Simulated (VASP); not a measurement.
# BAs in VASP: single point with PBE

Aim: the single point of BAs with PBE.

Everything below comes from runs of VASP 6.6.1. Logs are shortened: lines on timing, memory, paths and dates and some standing lists are left out, and cuts for length are marked.

### Step 1. The cell of the first run

The cell holds a sheet with vacuum, 2 atoms: a = 3.362 Å, b = 3.362 Å, c = 16.000 Å, α = 90.00°, β = 90.00°, γ = 120.00°.

### Step 2. Single point, PBE

The input, INCAR:

```
PREC = Accurate ; ENCUT = 420
EDIFF = 1E-6 ; ISMEAR = 0
SIGMA = 0.03 ; LREAL = F
LASPH = T ; NELM = 120
ALGO = Normal ; ISIF = 2
LWAVE = F ; LCHARG = F
LDIPOL = T ; IDIPOL = 3
DIPOL = 0.5 0.5 0.500 ; GGA = PE
NBANDS = 11 ; GGA_COMPAT = F
NELMDL = -8
```

The input, KPOINTS:

```
Automatic mesh
0
Gamma
  12 12 1
```

The input, POSCAR:

```
BAs
1.0
    3.3621238247      0.0000000000      0.0000000000
   -1.6810619123      2.9116846428      0.0000000000
    0.0000000000      0.0000000000     16.0000000000
B As
1 1
Direct
    0.3333333333      0.6666666667      0.5000000000
    0.6666666667      0.3333333333      0.5000000000
```

Potentials or basis: VASP PAW PBE potentials, release 64 (B, As).

On the command line:

```console
$ cat potpaw_PBE.64/B/POTCAR potpaw_PBE.64/As/POTCAR > POTCAR
$ mpirun -np 1 vasp_std > vasp.out
```

OUTCAR:

```text
PREC = Accurate
   ENCUT = 420
   EDIFF = 1E-6
   ISMEAR = 0
   LREAL = F
   LASPH = T
   NELM = 120
   ISIF = 2
   GGA = PE
   NELMDL = -8

 ion  position               nearest neighbor table
   1  0.333  0.667  0.500-   2 1.94   2 1.94   2 1.94
   2  0.667  0.333  0.500-   1 1.94   1 1.94   1 1.94

  LATTYP: Found a hexagonal cell.
 ALAT       =     3.3621238247
 C/A-ratio  =     4.7588967076

  Lattice vectors:

 A1 = (   3.3621238247,   0.0000000000,   0.0000000000)
 A2 = (  -1.6810619123,   2.9116846428,   0.0000000000)
 A3 = (   0.0000000000,   0.0000000000,  16.0000000000)

Analysis of symmetry for initial positions (statically):
=====================================================================
 Subroutine PRICEL returns:
 Original cell was already a primitive cell.

 Routine SETGRP: Setting up the symmetry group for a
 hexagonal supercell.

 Subroutine GETGRP returns: Found 12 space group operations
 (whereof 12 operations were pure point group operations)
 out of a pool of 24 trial point group operations.

The static configuration has the point symmetry D_3h.

Analysis of symmetry for dynamics (positions and initial velocities):
=====================================================================
 Subroutine PRICEL returns:
 Original cell was already a primitive cell.

 Routine SETGRP: Setting up the symmetry group for a
 hexagonal supercell.

 Subroutine GETGRP returns: Found 12 space group operations
 (whereof 12 operations were pure point group operations)
 out of a pool of 24 trial point group operations.

The dynamic configuration has the point symmetry D_3h.

 Subroutine INISYM returns: Found 12 space group operations
 (whereof 12 operations are pure point group operations),
 and found     1 'primitive' translations

----------------------------------------------------------------------------------------

                                     Primitive cell

  volume of cell :     156.6311

  direct lattice vectors                    reciprocal lattice vectors
     3.362123825  0.000000000  0.000000000     0.297431044  0.171721893  0.000000000
    -1.681061912  2.911684643  0.000000000     0.000000000  0.343443787  0.000000000
     0.000000000  0.000000000 16.000000000     0.000000000  0.000000000  0.062500000

  length of vectors
     3.362123825  3.362123825 16.000000000     0.343443787  0.343443787  0.062500000

  position of ions in fractional coordinates (direct lattice)
     0.333333333  0.666666667  0.500000000
     0.666666667  0.333333333  0.500000000

  ion indices of the primitive-cell ions
   primitive index   ion index
                 1           1
                 2           2

----------------------------------------------------------------------------------------

 KPOINTS: Automatic mesh

Automatic generation of k-mesh.
 Grid dimensions read from file:
 generate k-points for:   12   12    1

 Generating k-lattice:

  Cartesian coordinates                     Fractional coordinates (reciprocal lattice)
     0.024785920  0.014310158  0.000000000     0.083333333  0.000000000  0.000000000
     0.000000000  0.028620316  0.000000000     0.000000000  0.083333333  0.000000000
     0.000000000  0.000000000  0.062500000     0.000000000  0.000000000  1.000000000

  Length of vectors
     0.028620316  0.028620316  0.062500000

  Shift w.r.t. Gamma in fractional coordinates (k-lattice)
     0.000000000  0.000000000  0.000000000

 Subroutine IBZKPT returns following result:
 ===========================================

 Found     19 irreducible k-points:

 Following reciprocal coordinates:
            Coordinates               Weight
  0.000000  0.000000  0.000000      1.000000
  0.083333  0.000000  0.000000      6.000000
  0.166667 -0.000000  0.000000      6.000000
  0.250000  0.000000  0.000000      6.000000
  0.333333  0.000000  0.000000      6.000000
  0.416667  0.000000  0.000000      6.000000
[... 11 lines left out ...]
  0.333333  0.250000  0.000000     12.000000
  0.333333  0.333333  0.000000      2.000000
   k-points           NKPTS =     19   k-points in BZ     NKDIM =     19   number of bands    NBANDS=     11
   number of dos      NEDOS =    301   number of ions     NIONS =      2
   total plane-waves  NPLWV =  62208
   dimension x,y,z NGX =    24 NGY =   24 NGZ =  108
   dimension x,y,z NGXF=    48 NGYF=   48 NGZF=  216
   ions per type =               1   1
   NGX,Y,Z   is equivalent  to a cutoff of  11.87, 11.87, 11.22 a.u.
   NGXF,Y,Z  is equivalent  to a cutoff of  23.73, 23.73, 22.44 a.u.
 SYSTEM =  unknown system
   PREC   = accura    normal or accurate (medium, high low for compatibility)
   ISTART =      0    job   : 0-new  1-cont  2-samecut
   ICHARG =      2    charge: 1-file 2-atom 10-const
   ISPIN  =      1    spin polarized calculation?
   LNONCOLLINEAR =      F non collinear calculations
   LSORBIT =      F    spin-orbit coupling
   LASPH  =      T    aspherical Exc in radial PAW
   ENCUT  =  420.0 eV  30.87 Ry    5.56 a.u.   5.62  5.62 26.74*2*pi/ulx,y,z
   NELM   =    120;   NELMIN=  2; NELMDL= -8     # of ELM steps
   EDIFF  = 0.1E-05   stopping-criterion for ELM
   LREAL  =      F    real-space projection
   EDIFFG = 0.1E-04   stopping-criterion for IOM
   NSW    =      0    number of steps for IOM
   IBRION =     -1    ionic relax: 0-MD 1-quasi-New 2-CG
   NFREE  =      0    steps in history (QN), initial steepest desc. (CG)
   ISIF   =      2    stress and relaxation
   ISYM   =      2    0-nonsym 1-usesym 2-fastsym
   POTIM  = 0.5000    time-step for ionic-motion
   TEBEG  =    0.0;   TEEND  =   0.0 temperature during run
   PSTRESS=    0.0 pullay stress
   NELECT =       8.0000    total number of electrons
   NUPDOWN=      -1.0000    fix difference up-down
   EMIN   =  10.00;   EMAX   =-10.00  energy-range for DOS
   EFERMI =   0.00;   METHOD = LEGACY
   ISMEAR =     0;   SIGMA  =   0.03  broadening in eV -4-tet -1-fermi 0-gaus
   EFERMI_NEDOS =   21; number of points for ismear=-14 and -15
   IALGO  =     38    algorithm
   IMIX   =      4    mixing-type and parameters
     AMIX     =   0.40;   BMIX     =  1.00
     AMIX_MAG =   1.60;   BMIX_MAG =  1.00
  volume/ion in A,a.u.               =      78.32       528.50
  Fermi-wavevector in a.u.,A,eV,Ry     =   0.607406  1.147830  5.019755  0.368942
  Thomas-Fermi vector in A             =   1.661856
   LORBIT       =      0    0 simple, 1 ext, 2 COOP (PROOUT), +10 PAW based schemes
   GGA     = PE    functional components
   LHFCALC =     F    Hartree Fock is set to
   AEXX    =    0.0000 exact exchange contribution
   IVDW    =     0    specifies the selected vdW correction
   LEPSILON=     F    determine dielectric tensor
   LRPA    =     F    only Hartree local field effects (RPA)
 non-spin polarized calculation
 Gauss-broadening in eV      SIGMA  =   0.03
  energy-cutoff  :      420.00
  volume of cell :      156.63
 maximum number of plane-waves:      3095
 NGX is ok and might be reduce to    24
   NGX = 11   NGY = 11   NGZ = 53

 dipolmoment           0.000000      0.000000     -0.000000 electrons x Angstroem

 number of electron       8.0000000 magnetization

 dipolmoment           0.000000      0.000000      0.000000 electrons x Angstroem

 Free energy of the ion-electron system (eV)
  ---------------------------------------------------
  ext. energy  EPLUGINS =         0.00000000
  ---------------------------------------------------
  free energy    TOTEN  =       -10.63573286 eV

  energy without entropy =      -10.63573286  energy(sigma->0) =      -10.63573286

 E-fermi :  -2.8357     XC(G=0):  -2.6918

 val. band max:       -3.0187888068   @ k =   0.3333   0.3333   0.0000
 cond. band min:      -2.2840094105   @ k =   0.3333   0.3333   0.0000
 fundamental gap:      0.7347793963
 Fermi energy:        -2.8357241096

 k-point     1 :       0.0000    0.0000    0.0000
  band No.  band energies     occupation
      1     -16.9388      2.00000
      2      -7.0259      2.00000
      3      -4.5326      2.00000
      4      -4.5326      2.00000
      5       0.5675      0.00000
      6       0.9975      0.00000
      7       1.6800      0.00000
      8       1.8605      0.00000
      9       1.8605      0.00000
     10       2.1805      0.00000
     11       3.8769      0.00000

 k-point     2 :       0.0833    0.0000    0.0000
  band No.  band energies     occupation
      1     -16.8410      2.00000
      2      -6.9153      2.00000
      3      -5.1669      2.00000
      4      -4.7478      2.00000
      5       0.6880      0.00000
      6       1.0892      0.00000
      7       1.7979      0.00000
      8       2.1674      0.00000
      9       2.2887      0.00000
     10       2.3216      0.00000
     11       3.8956      0.00000

 k-point     3 :       0.1667   -0.0000    0.0000
  band No.  band energies     occupation
      1     -16.5510      2.00000
      2      -6.5866      2.00000
      3      -6.5549      2.00000
      4      -5.2456      2.00000
      5       0.7309      0.00000
      6       1.0713      0.00000
      7       2.1394      0.00000
      8       2.6561      0.00000
      9       3.1605      0.00000
     10       3.4196      0.00000
     11       3.4244      0.00000
[... 197 lines left out ...]
 k-point    18 :       0.3333    0.2500    0.0000
  band No.  band energies     occupation
      1     -14.1594      2.00000
      2     -10.9063      2.00000
      3      -8.7115      2.00000
      4      -3.5247      2.00000
      5      -1.8013      0.00000
      6       3.0166      0.00000
      7       3.6712      0.00000
      8       4.7626      0.00000
      9       5.5956      0.00000
     10       6.3488      0.00000
     11       6.6774      0.00000

 k-point    19 :       0.3333    0.3333    0.0000
  band No.  band energies     occupation
      1     -13.9719      2.00000
      2     -10.9626      2.00000
      3      -9.0914      2.00000
      4      -3.0188      2.00000
      5      -2.2840      0.00000
      6       3.3730      0.00000
      7       3.6829      0.00000
      8       5.4908      0.00000
      9       6.1946      0.00000
     10       6.5471      0.00000
     11       7.0273      0.00000

------------------------ aborting loop because EDIFF is reached ----------------------------------------

 vacuum level on the upper side and lower side of the slab       (xc-potential included)        -0.120        -0.120

  FORCE on cell =-STRESS in cart. coord.  units (eV):
  Direction    XX          YY          ZZ          XY          YZ          ZX
  --------------------------------------------------------------------------------------
  -------------------------------------------------------------------------------------
  Total        0.8681885      0.8681885     -0.0057656      0.0000000     -0.0000000      0.0000000
  in kB        8.8806873      8.8806873     -0.0589758      0.0000000     -0.0000000      0.0000000
  external PRESSURE =       5.9007996 kB  Pullay stress =       0.0000000 kB

 VOLUME and BASIS-vectors are now :
 -----------------------------------------------------------------------------
  energy-cutoff  :      420.00
  volume of cell :      156.63
      direct lattice vectors                 reciprocal lattice vectors
     3.362123825  0.000000000  0.000000000     0.297431044  0.171721893  0.000000000
    -1.681061912  2.911684643  0.000000000     0.000000000  0.343443787  0.000000000
     0.000000000  0.000000000 16.000000000     0.000000000  0.000000000  0.062500000

 POSITION                                       TOTAL-FORCE (eV/Angst)
 -----------------------------------------------------------------------------------
     -0.00000      1.94112      8.00000        -0.000000      0.000000      0.000000
      1.68106      0.97056      8.00000         0.000000     -0.000000      0.000000
 -----------------------------------------------------------------------------------
    total drift:                                0.000000     -0.000000      0.000000

  FREE ENERGIE OF THE ION-ELECTRON SYSTEM (eV)
  ---------------------------------------------------
  free  energy   TOTEN  =       -10.6357328569 eV

  energy  without entropy=      -10.6357328569  energy(sigma->0) =      -10.63573286

 vacuum level on the upper side and lower side of the slab         1.775         1.775
```

It took 71 s on 1 thread of AMD EPYC, shared host; peak memory 0.2 GiB.

Results:

- Free energy: -10.6357 eV
- Band gap on the k mesh: 0.73 eV

Levels at points of the mesh, in eV from the valence-band top:
| k point | band 1 | band 2 | band 3 | band 4 | band 5 | band 6 | band 7 | band 8 | band 9 |
| --- | --- | --- | --- | --- | --- | --- | --- | --- | --- |
| (0.00, 0.00, 0.00) | -13.92 | -4.01 | -1.51 | -1.51 | 3.59 | 4.02 | 4.70 | 4.88 | 4.88 |
| (0.50, 0.00, 0.00) | -11.47 | -8.29 | -3.62 | -1.07 | 1.44 | 2.57 | 7.49 | 8.09 | 8.57 |
